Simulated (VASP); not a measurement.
Li2S:

```
CELL_PARAMETERS angstrom
4.02273 0.00000 0.00000
2.01137 3.48379 0.00000
2.01137 1.16126 3.28455
ATOMIC_POSITIONS crystal
Li 0.25000 0.25000 0.25000
Li 0.75000 0.75000 0.75000
S 0.00000 0.00000 0.00000
```

| Item | Value |
| --- | --- |
| Program | VASP 6.6.1 |
| Task | relaxation of cell and atoms |
| Functional | LDA |
| Potentials or basis | VASP PAW LDA potentials, release 64 (Li_sv, S) |
| Cutoff | 750 eV |
| k mesh | 6 × 6 × 6 |
| Occupations | gaussian, width 0.01 eV |
| Spin | no spin polarisation |

At the start: pressure -2.7 GPa; volume 15.34 Å³/atom.

Question: How do energy, volume and symmetry change on relaxing?

Answer: Over 3 steps the energy falls by 8.9 meV/atom and the volume is 14.38 Å³/atom (-6.3 %); space group Fm-3m (No. 225, to 0.05 Å).

The path:
```csv
step,energy change (eV),largest force (eV/Å),pressure (GPa),volume (Å³)
1,0.0000,0.0000,-2.73,46.03
2,-0.0217,0.0000,-1.26,44.31
3,-0.0266,0.0000,-0.07,43.13
```

Final structure:
```xyz
3
Lattice="3.9365 0.0000 0.0000 1.9682 3.4091 0.0000 1.9682 1.1364 3.2141" Properties=species:S:1:pos:R:3 pbc="T T T"
Li    1.9682    1.1364    0.8035
Li    5.9047    3.4091    2.4106
S     0.0000    0.0000    0.0000
```
